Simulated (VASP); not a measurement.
A run of VASP 6.6.1:

The input INCAR:

```
SYSTEM = AlCr2C
PREC = Accurate
ENCUT = 520
EDIFF = 1E-7
ISMEAR = 0
SIGMA = 0.1
LREAL = .False.
LASPH = .True.
NELM = 60
ALGO = Fast
ISIF = 2
LWAVE = .False.
LCHARG = .False.
GGA = PS
IBRION = 2
NSW = 60
EDIFFG = -0.01
```

The input KPOINTS:

```
regular mesh
0
Gamma
  12 12 4
  0 0 0
```

POSCAR

```
AlCr2C
1.0
    2.8251010646      0.0000000000      0.0000000000
   -1.4125505323      2.4466092902      0.0000000000
    0.0000000000      0.0000000000     12.6013736800
Al Cr C
2 4 2
Direct
    0.6666666700      0.3333333300      0.2500000000
    0.3333333300      0.6666666700      0.7500000000
    0.3333333300      0.6666666700      0.4149411600
    0.6666666700      0.3333333300      0.9149411600
    0.6666666700      0.3333333300      0.5850588400
    0.3333333300      0.6666666700      0.0850588400
    0.0000000000      0.0000000000      0.5000000000
    0.0000000000      0.0000000000      0.0000000000
```

Potentials or basis: VASP PAW PBE potentials, release 64 (Al, Cr_pv, C).

Run with:

```console
$ cat potpaw_PBE.64/Al/POTCAR potpaw_PBE.64/Cr_pv/POTCAR potpaw_PBE.64/C/POTCAR > POTCAR
$ mpirun -np 1 vasp_std > vasp.out
```

Hardware: 1 thread of Oxide Virtual Turin-like Processor (shared host).

**Question.** Estimate the wall time of this run.

**Answer.** Wall time 24 min on 1 thread of Oxide Virtual Turin-like Processor, with other jobs on the host, peak memory 0.3 GiB. Counts: scf iterations 69, k points 57, ion steps 3.
